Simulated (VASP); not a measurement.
Write the native input for VASP 6.6.1 that does the following.

```yaml
Task: electric field gradients
Functional: LDA
Potentials_or_basis: VASP PAW LDA potentials, release 64 (La)
Cutoff: 520 eV
k_mesh: 11 × 11 × 6
Occupations: fermi-dirac, width 0.05 eV
Spin: no spin polarisation
Dipole_correction: no
Further_INCAR_settings: ALGO = Normal; EDIFF = 1e-08; NBANDS = 18
```

The structure of La lies in POSCAR:

```
La
1.0
    3.7500020507      0.0000000000      0.0000000000
   -1.8750010253      3.2475970401      0.0000000000
    0.0000000000      0.0000000000      6.0093000000
La
2
Direct
    0.3333333333      0.6666666667      0.2500000000
    0.6666666667      0.3333333333      0.7500000000
```

This cell differs from its parent crystal: zz strain of -1 %.

One way to write it, as run:

INCAR

```
SYSTEM = La
PREC = Accurate
ENCUT = 520
EDIFF = 1E-8
ISMEAR = -1
SIGMA = 0.05
LREAL = .False.
LASPH = .True.
NELM = 100
ALGO = Normal
ISIF = 2
LWAVE = .False.
LCHARG = .False.
GGA = CA
LEFG = .True.
NBANDS = 18
```

KPOINTS

```
regular mesh
0
Gamma
  11 11 6
  0 0 0
```

Potentials or basis: VASP PAW LDA potentials, release 64 (La).

Run with:

```bash
$ cat potpaw_LDA.64/La/POTCAR > POTCAR
$ mpirun -np 1 vasp_std > vasp.out
```

Results of the run:

```yaml
Pressure: -2.9 GPa
Band_gap_on_the_k_mesh: zero (band 11 reaches 8.82 eV, above the bottom of band 12 at 7.42 eV)
```

Caveat: the cell differs from its parent crystal (zz strain of -1 %); without QUAD_EFG the Cq values of the log hold for a quadrupole moment of 1 mb, not for the nuclei; spin-orbit coupling is left out, which moves the levels of the heavy elements.

Wall time 61 s on 1 thread of Intel(R) Xeon(R) Platinum 8559C (Emerald Rapids), on a shared host, peak memory 0.21 GiB.
